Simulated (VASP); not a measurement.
A run of VASP 6.6.1 is set up as follows.

File INCAR:

```
SYSTEM = Ni
PREC     = Accurate       ! precision mode
ENCUT    = 520            ! plane-wave cutoff, eV
EDIFF    = 1E-6           ! SCF threshold, eV
ISMEAR   = 0              ! smearing method
SIGMA    = 0.15           ! smearing width, eV
LREAL    = .False.        ! projectors in reciprocal space
LASPH    = .True.         ! aspherical terms in the spheres
NELM     = 150            ! most SCF steps
ALGO     = Fast           ! electronic algorithm
ISIF     = 2              ! what is computed and relaxed
LWAVE    = .False.        ! write WAVECAR
LCHARG   = .False.        ! write CHGCAR
ISPIN    = 2              ! spin polarisation
MAGMOM   = 1              ! initial moments
LORBIT   = 11             ! projections on sites
NUPDOWN  = 1.0            ! fixed moment
LMAXMIX  = 4              ! l up to which the mixer works
GGA      = CA             ! functional
NBANDS   = 15             ! bands
```

Contents of KPOINTS:

```
Automatic mesh
0
Gamma
  24 24 24
  0 0 0
```

POSCAR

```
Ni
1.0
    0.0000000000      1.6772043451      1.6772043451
    1.6772043451      0.0000000000      1.6772043451
    1.6772043451      1.6772043451      0.0000000000
Ni
1
Direct
    0.0000000000      0.0000000000      0.0000000000
```

Potentials or basis: VASP PAW LDA potentials, release 64 (Ni).

Run with:

```console
$ cat potpaw_LDA.64/Ni/POTCAR > POTCAR
$ mpirun -np 1 vasp_std > vasp.out
```

What does it give for the pressure?

23.1 GPa.

Caveat: the total moment is fixed, so each spin has its own Fermi level.
